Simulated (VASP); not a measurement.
# Pb (Fm-3m) in VASP: elastic constants with PBEsol

Aim: the elastic constants of Pb with PBEsol.

All numbers are computed with VASP 6.6.1; they aren't measurements. Logs are shortened: lines on timing, memory, paths and dates and some standing lists are left out, and cuts for length are marked.

## 1. The cell of the first run

Symmetry: Fm-3m, No. 225, cubic system. Conventional cell: a = 4.935 Å, b = 4.935 Å, c = 4.935 Å, α = 90.00°, β = 90.00°, γ = 90.00°. Pb (site symmetry m-3m) has 12 Pb at 3.49 Å within 4.6 Å.

## 2. Elastic constants, PBEsol

The input, INCAR:

```
ALGO = Normal
EDIFF = 1E-8
ENCUT = 600
GGA = PS
IBRION = 6
ISIF = 3
ISMEAR = -1
LASPH = T
LCHARG = F
LREAL = F
LWAVE = F
NBANDS = 13
NELM = 100
NFREE = 2
NSW = 1
POTIM = 0.015
PREC = Accurate
SIGMA = 0.15
```

The input, KPOINTS:

```
k-points
0
Gamma
  16 16 16
```

The input, POSCAR:

```
Pb
1.0
    0.0000000000      2.4674433471      2.4674433471
    2.4674433471      0.0000000000      2.4674433471
    2.4674433471      2.4674433471      0.0000000000
Pb
1
Direct
    0.0000000000      0.0000000000      0.0000000000
```

Potentials or basis: VASP PAW PBE potentials, release 64 (Pb_d).

Started as:

```
$ cat potpaw_PBE.64/Pb_d/POTCAR > POTCAR
$ mpirun -np 1 vasp_std > vasp.out
```

OUTCAR:

```text
EDIFF = 1E-8
   ENCUT = 600
   GGA = PS
   IBRION = 6
   ISIF = 3
   ISMEAR = -1
   LASPH = T
   LREAL = F
   NELM = 100
   NFREE = 2
   NSW = 1
   POTIM = 0.015
   PREC = Accurate

 ion  position               nearest neighbor table
   1  0.000  0.000  0.000-

  LATTYP: Found a face centered cubic cell.
 ALAT       =     4.9348866942

  Lattice vectors:

 A1 = (   0.0000000000,   2.4674433471,   2.4674433471)
 A2 = (   2.4674433471,   0.0000000000,   2.4674433471)
 A3 = (   2.4674433471,   2.4674433471,   0.0000000000)

Analysis of symmetry for initial positions (statically):
=====================================================================
 Subroutine PRICEL returns:
 Original cell was already a primitive cell.

 Routine SETGRP: Setting up the symmetry group for a
 face centered cubic supercell.

 Subroutine GETGRP returns: Found 48 space group operations
 (whereof 48 operations were pure point group operations)
 out of a pool of 48 trial point group operations.

The static configuration has the point symmetry O_h .

Analysis of symmetry for dynamics (positions and initial velocities):
=====================================================================
 Subroutine PRICEL returns:
 Original cell was already a primitive cell.

 Routine SETGRP: Setting up the symmetry group for a
 face centered cubic supercell.

 Subroutine GETGRP returns: Found 48 space group operations
 (whereof 48 operations were pure point group operations)
 out of a pool of 48 trial point group operations.

The dynamic configuration has the point symmetry O_h .

 Subroutine INISYM returns: Found 48 space group operations
 (whereof 48 operations are pure point group operations),
 and found     1 'primitive' translations

----------------------------------------------------------------------------------------

                                     Primitive cell

  volume of cell :      30.0450

  direct lattice vectors                    reciprocal lattice vectors
     0.000000000  2.467443347  2.467443347    -0.202638898  0.202638898  0.202638898
     2.467443347  0.000000000  2.467443347     0.202638898 -0.202638898  0.202638898
     2.467443347  2.467443347  0.000000000     0.202638898  0.202638898 -0.202638898

  length of vectors
     3.489491846  3.489491846  3.489491846     0.350980866  0.350980866  0.350980866

  position of ions in fractional coordinates (direct lattice)
     0.000000000  0.000000000  0.000000000

  ion indices of the primitive-cell ions
   primitive index   ion index
                 1           1

----------------------------------------------------------------------------------------

 KPOINTS: k-points

Automatic generation of k-mesh.
 Grid dimensions read from file:
 generate k-points for:   16   16   16

 Generating k-lattice:

  Cartesian coordinates                     Fractional coordinates (reciprocal lattice)
    -0.012664931  0.012664931  0.012664931     0.062500000  0.000000000  0.000000000
     0.012664931 -0.012664931  0.012664931     0.000000000  0.062500000  0.000000000
     0.012664931  0.012664931 -0.012664931     0.000000000  0.000000000  0.062500000

  Length of vectors
     0.021936304  0.021936304  0.021936304

  Shift w.r.t. Gamma in fractional coordinates (k-lattice)
     0.000000000  0.000000000  0.000000000

[... 95 lines left out ...]
  ---------------------------------------------------
  free energy    TOTEN  =        -4.01877601 eV

  energy without entropy =       -3.98236833  energy(sigma->0) =       -4.00057217

------------------------ aborting loop because EDIFF is reached ----------------------------------------

  FORCE on cell =-STRESS in cart. coord.  units (eV):
  Direction    XX          YY          ZZ          XY          YZ          ZX
  --------------------------------------------------------------------------------------
  -------------------------------------------------------------------------------------
  Total       -0.0012616     -0.0012616     -0.0012616      0.0000000      0.0000000      0.0000000
  in kB       -0.0672773     -0.0672773     -0.0672773      0.0000000      0.0000000      0.0000000
  external PRESSURE =      -0.0672773 kB  Pullay stress =       0.0000000 kB
[... 86 lines left out ...]
  FREE ENERGIE OF THE ION-ELECTRON SYSTEM (eV)
  ---------------------------------------------------
  free  energy   TOTEN  =        -4.0175375550 eV

  energy  without entropy=       -3.9816077424  energy(sigma->0) =       -3.99957265

[... ionic steps 4 to 12 ...]

--------------------------------------- Ionic step       13  -------------------------------------------

 number of electron      13.9999999 magnetization

------------------------ aborting loop because EDIFF is reached ----------------------------------------
[... 65 lines left out ...]
--------------------------------------- Ionic step       15  -------------------------------------------

 number of electron      13.9999999 magnetization

 Free energy of the ion-electron system (eV)
  ---------------------------------------------------
  ext. energy  EPLUGINS =         0.00000000
  ---------------------------------------------------
  free energy    TOTEN  =        -4.01877630 eV

  energy without entropy =       -3.98236862  energy(sigma->0) =       -4.00057246

 E-fermi :   7.2313     XC(G=0): -10.3854

 val. band max:        7.2044154954   @ k =  -0.3125   0.2500   0.0000
 cond. band min:       7.2424702211   @ k =  -0.4375   0.3750   0.1875
 fundamental gap:      0.0380547257
 Fermi energy:         7.2313001651

 k-point     1 :       0.0000    0.0000    0.0000
  band No.  band energies     occupation
      1      -9.7905      2.00000
      2      -9.7905      2.00000
      3      -9.7905      2.00000
      4      -9.6447      2.00000
      5      -9.6447      2.00000
      6      -4.6275      2.00000
      7      14.6878      0.00000
      8      14.6878      0.00000
      9      14.6878      0.00000
     10      16.9735      0.00000
     11      18.6372      0.00000
     12      19.7506      0.00000
     13      19.7506      0.00000
[... 354 lines left out ...]
  band No.  band energies     occupation
      1      -9.7934      2.00000
      2      -9.7773      2.00000
      3      -9.7709      2.00000
      4      -9.6518      2.00000
      5      -9.6393      2.00000
      6      -4.4248      2.00000
      7      12.8691      0.00000
      8      13.7090      0.00000
      9      14.7719      0.00000
     10      16.7761      0.00000
     11      19.2205      0.00000
     12      19.8349      0.00000
     13      20.5721      0.00000

 [... further k-points ...]

------------------------ aborting loop because EDIFF is reached ----------------------------------------

  FORCE on cell =-STRESS in cart. coord.  units (eV):
  Direction    XX          YY          ZZ          XY          YZ          ZX
  --------------------------------------------------------------------------------------
  -------------------------------------------------------------------------------------
  Total       -0.0013811     -0.0013811     -0.0013811     -0.0000000     -0.0000000     -0.0000000
  in kB       -0.0736480     -0.0736480     -0.0736480     -0.0000000     -0.0000000     -0.0000000
  external PRESSURE =      -0.0736480 kB  Pullay stress =       0.0000000 kB
[... 16 lines left out ...]
  FREE ENERGIE OF THE ION-ELECTRON SYSTEM (eV)
  ---------------------------------------------------
  free  energy   TOTEN  =        -4.0187762975 eV

  energy  without entropy=       -3.9823686228  energy(sigma->0) =       -4.00057246

 INTERNAL STRAIN TENSORS FROM STRAINED CELLS
 ============================================

 INTERNAL STRAIN TENSOR FOR ION    1 for displacements in x,y,z  (eV/Angst):
          X           Y           Z          XY          YZ          ZX
  --------------------------------------------------------------------------------
  x     0.00000    -0.00000    -0.00000     0.00000    -0.00000     0.00000
  y     0.00000     0.00000     0.00000    -0.00000     0.00000     0.00000
  z    -0.00000     0.00000     0.00000     0.00000     0.00000     0.00000

 INTERNAL STRAIN TENSORS FROM DISPLACED ATOMS
 ============================================

 INTERNAL STRAIN TENSOR FOR ION    1 for displacements in x,y,z  (eV/Angst):
          X           Y           Z          XY          YZ          ZX
  --------------------------------------------------------------------------------
  x     0.00000     0.00000     0.00000     0.00000     0.00000     0.00000
  y     0.00000     0.00000     0.00000     0.00000     0.00000     0.00000
  z     0.00000     0.00000     0.00000     0.00000     0.00000     0.00000

 Eigenvectors and eigenvalues of the dynamical matrix
 ----------------------------------------------------

   1 f/i=    0.000000 THz     0.000000 2PiTHz    0.000000 cm-1     0.000000 meV
             X         Y         Z           dx          dy          dz
      0.000000  0.000000  0.000000     0.707107   -0.707107    0.000000

   2 f/i=    0.000000 THz     0.000000 2PiTHz    0.000000 cm-1     0.000000 meV
             X         Y         Z           dx          dy          dz
      0.000000  0.000000  0.000000    -0.707107   -0.707107    0.000000

   3 f/i=    0.000000 THz     0.000000 2PiTHz    0.000000 cm-1     0.000000 meV
             X         Y         Z           dx          dy          dz
      0.000000  0.000000  0.000000     0.000000    0.000000    1.000000

--------------------------------------------------------------------------------------------------------

 ELASTIC MODULI CONTR FROM IONIC RELAXATION (kBar)
 Direction    XX          YY          ZZ          XY          YZ          ZX
 --------------------------------------------------------------------------------
 XX           0.0000      0.0000      0.0000      0.0000      0.0000      0.0000
 YY           0.0000      0.0000      0.0000      0.0000      0.0000      0.0000
 ZZ           0.0000      0.0000      0.0000      0.0000      0.0000      0.0000
 XY           0.0000      0.0000      0.0000      0.0000      0.0000      0.0000
 YZ           0.0000      0.0000      0.0000      0.0000      0.0000      0.0000
 ZX           0.0000      0.0000      0.0000      0.0000      0.0000      0.0000
 --------------------------------------------------------------------------------

 TOTAL ELASTIC MODULI (kBar)
 Direction    XX          YY          ZZ          XY          YZ          ZX
 --------------------------------------------------------------------------------
 XX         580.4009    424.6654    424.6654      0.0000      0.0000     -0.0000
 YY         424.6654    580.4009    424.6654      0.0000      0.0000      0.0000
 ZZ         424.6654    424.6654    580.4009      0.0000      0.0000     -0.0000
 XY           0.0000      0.0000      0.0000    205.7215      0.0000      0.0000
 YZ           0.0000      0.0000      0.0000      0.0000    205.7215      0.0000
 ZX          -0.0000      0.0000     -0.0000      0.0000      0.0000    205.7215
 --------------------------------------------------------------------------------
```

Wall time 58 min (1 thread of Oxide Virtual Turin-like, shared host); peak memory 0.81 GiB.

What came out:

- Elastic constants C11, C12, C44: 58, 42, 21 GPa
- Voigt bulk modulus: 48 GPa

Elastic tensor in Voigt notation (GPa, in the Cartesian axes of the cell as first typed):
```
58 42 42  0  0  0
42 58 42  0  0  0
42 42 58  0  0  0
 0  0  0 21  0  0
 0  0  0  0 21  0
 0  0  0  0  0 21
```

Clamped-ion elastic tensor (GPa):
```
58 42 42  0  0  0
42 58 42  0  0  0
42 42 58  0  0  0
 0  0  0 21  0  0
 0  0  0  0 21  0
 0  0  0  0  0 21
```

Caveat: the PAW data sets were made with another functional, which shifts forces and pressure a little; spin-orbit coupling is left out, which moves the levels of the heavy elements.
